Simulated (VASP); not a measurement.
Write the native input for VASP 6.6.1 that does the following.

- Task: single point
- Functional: PBE
- Potentials or basis: VASP PAW PBE potentials, release 64 (W_sv, C)
- Cutoff: 520 eV
- k mesh: 2 × 2 × 2
- Occupations: fermi-dirac, width 0.24 eV
- Spin: no spin polarisation
- Dipole correction: no
- Further INCAR settings: LREAL = Auto; ALGO = Normal; EDIFF = 1e-06; NBANDS = 86

The structure of WC lies in POSCAR:

```
WC
1.0
   -3.0366230000     -5.2595860000      0.0000000000
    4.5549350000     -2.6297930000      0.0000000000
    0.0000000000      0.0000000000      5.9274080000
W C
8 8
Direct
    0.7520382330      0.4486247543      0.0443870238
    0.7733714458      0.4997299676      0.5517082678
    0.4942003303      0.0035785559      0.0317508091
    0.5150796812     -0.0315256295      0.5347700040
    0.2362994307      0.4694144453      0.0307385623
    0.2633833694      0.5116419877      0.5510671781
   -0.0073734667     -0.0104261506      0.0496338366
    0.0269974254     -0.0057781279      0.5248499850
    0.5320175235      0.7028720823      0.2727836518
    0.5378554059      0.6507368593      0.8214720498
    0.2131041371      0.1782499474      0.2862971471
    0.3098242353      0.1795018807      0.7989158162
    0.0435197890      0.6859490184      0.2829061202
    0.0170919115      0.6457175989      0.8094600540
    0.7450505254      0.1649721811      0.3514521018
    0.8147172797      0.1600218730      0.8023574554
```

The input as run:

INCAR

```
PREC = Accurate
ENCUT = 520
EDIFF = 1E-6
ISMEAR = -1
SIGMA = 0.24
LREAL = Auto
LASPH = T
NELM = 100
ALGO = Normal
ISIF = 2
LWAVE = F
LCHARG = F
GGA = PE
NBANDS = 86
```

KPOINTS

```
Automatic mesh
0
Gamma
  2 2 2
```

Potentials or basis: VASP PAW PBE potentials, release 64 (W_sv, C).

Launch:

```console
$ cat potpaw_PBE.64/W_sv/POTCAR potpaw_PBE.64/C/POTCAR > POTCAR
$ mpirun -np 1 vasp_std > vasp.out
```

It gave:

- Pressure: -19.8 GPa
- Largest force: 4.057 eV/Å
- Band gap on the k mesh: zero (bands 72 and 73 overlap by 0.20 eV)

Caveat: the k points lie up to 0.60 Å⁻¹ apart; spin-orbit coupling is left out, which moves the levels of the heavy elements; forces of over 1 eV/Å act on the atoms, so gaps and moduli don't describe the material at rest.

Wall time 8 min on 1 thread of Intel Xeon 8259CL, on a shared host, peak memory 0.33 GiB.
